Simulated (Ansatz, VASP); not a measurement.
# Ti3Si: VASP beside Ansatz

File INCAR:

```
SYSTEM = Ti3Si
PREC     = Accurate       ! precision mode
ENCUT    = 600            ! plane-wave cutoff, eV
EDIFF    = 1E-6           ! SCF threshold, eV
ISMEAR   = 0              ! smearing method
SIGMA    = 0.1            ! smearing width, eV
LREAL    = .FALSE.        ! projectors in reciprocal space
LASPH    = .TRUE.         ! aspherical terms in the spheres
NELM     = 80             ! most SCF steps
ALGO     = Normal         ! electronic algorithm
ISIF     = 3              ! what is computed and relaxed
LWAVE    = .FALSE.        ! write WAVECAR
LCHARG   = .FALSE.        ! write CHGCAR
GGA      = PS             ! functional
IBRION   = 2              ! ionic algorithm
NSW      = 80             ! ionic steps
EDIFFG   = -0.015         ! ionic threshold
```

File KPOINTS:

```
Automatic mesh
0
G
  12 12 12
  0 0 0
```

File POSCAR:

```
Ti3Si
1.0
    0.0000000000     -3.1712050067      3.1712050067
    3.1712050067     -3.1712050067      0.0000000000
    3.1712050067      0.0000000000      3.1712050067
Ti Si
3 1
Direct
    0.0000000000      0.0000000000      0.0000000000
    0.2500000000      0.2500000000      0.2500000000
    0.5000000000      0.5000000000      0.5000000000
    0.7500000000      0.7500000000      0.7500000000
```

Input for Ansatz:

```yaml
crystal:
  lattice:
    - [0.0, -3.1712050067, 3.1712050067]
    - [3.1712050067, -3.1712050067, 0.0]
    - [3.1712050067, 0.0, 3.1712050067]
  atoms:
    - { symbol: Ti, position: [0.0, 0.0, 0.0] }
    - { symbol: Ti, position: [0.25, 0.25, 0.25] }
    - { symbol: Ti, position: [0.5, 0.5, 0.5] }
    - { symbol: Si, position: [0.75, 0.75, 0.75] }
basis:
  ecutwfc: 420
kpoints:
  mp_grid: { grid: [12, 12, 12] }
hamiltonian:
  xc: pbesol
scf:
  occupations: { method: gaussian, width: 0.1 }
output:
  forces: true
  stress: true
  eigenvalues: true
relax:
  adjacent_minimum: "off"
  f_tol: 0.015
  max_steps: 60
  cell: { stress_tol: 0.15 }
```

Alike in both runs: task relaxation of cell and atoms; functional PBEsol; k mesh 12 × 12 × 12; occupations gaussian, width 0.1 eV; no spin polarisation.

```csv
,VASP,Ansatz
version,VASP 6.6.1,Ansatz 0.2.0
potentials or method,"VASP PAW PBE potentials, release 64 (Ti_sv, Si), cutoff 600 eV","scalar-relativistic, plane waves, PAW"
valence electrons in the cell,40,40
```

VASP gave:

```
gap on the k mesh at the Fermi level, each at its own relaxed structure (eV) : none
relaxed volume (Å³/atom)                                                     : 14.96
relaxed cell length with the largest relative difference (Å)                 : 4.390
```

Q: Which values does Ansatz return?

A: gap on the k mesh at the Fermi level, each at its own relaxed structure (eV): none; relaxed volume (Å³/atom): 14.97; relaxed cell length with the largest relative difference (Å): 4.391.

VASP's potentials were made for PBE, not for PBEsol. A gap of «none» marks a metal or a gap that the smearing closes.
